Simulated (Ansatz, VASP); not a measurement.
# One calculation of YZnC4N4, two programs

```
CELL_PARAMETERS angstrom
6.40015 0.00000 0.00000
0.00000 6.40015 0.00000
0.00000 0.00000 6.40015
ATOMIC_POSITIONS crystal
Y 0.00000 0.00000 0.00000
Zn 0.50000 0.50000 0.50000
C 0.21729 0.21729 0.21729
C 0.21729 0.78271 0.78271
C 0.78271 0.21729 0.78271
C 0.78271 0.78271 0.21729
N 0.32299 0.32299 0.32299
N 0.32299 0.67701 0.67701
N 0.67701 0.32299 0.67701
N 0.67701 0.67701 0.32299
```

Alike in both runs: task single point; functional PBE; k mesh 4 × 4 × 4; occupations gaussian, width 0.1 eV; collinear spin.

|  | VASP | Ansatz |
| --- | --- | --- |
| version | VASP 6.6.1 | Ansatz 0.2.0 |
| potentials or method | VASP PAW PBE potentials, release 64 (Y_sv, Zn, C, N), cutoff 520 eV | scalar-relativistic, plane waves, PAW |
| valence electrons in the cell | 59 | 59 |

Ansatz gave:

- gap on the k mesh at the Fermi level (eV): none
- pressure (GPa): 0.1
- rms of the force components (eV/Å): 0.042
- net moment per atom (μB): 0.10
- size of the moment on the site where the two differ most (μB): 0.21

Problem. Estimate VASP's values.

Solution. gap on the k mesh at the Fermi level (eV): none; pressure (GPa): 0.5; rms of the force components (eV/Å): 0.148; net moment per atom (μB): 0.10; size of the moment on the site where the two differ most (μB): 0.41.

Site moments also hang on the region over which each program counts them. Atom by atom the forces differ by 0.187 eV/Å (rms over components). A gap of «none» marks a metal or a gap that the smearing closes. One of these differences is far larger than is usual between the two programs; its cause wasn't traced. With one functional, cell and mesh, what is left measures potentials, basis and numerics.

Noted on VASP's run: the standard files for N, O and F lose accuracy on very short bonds.
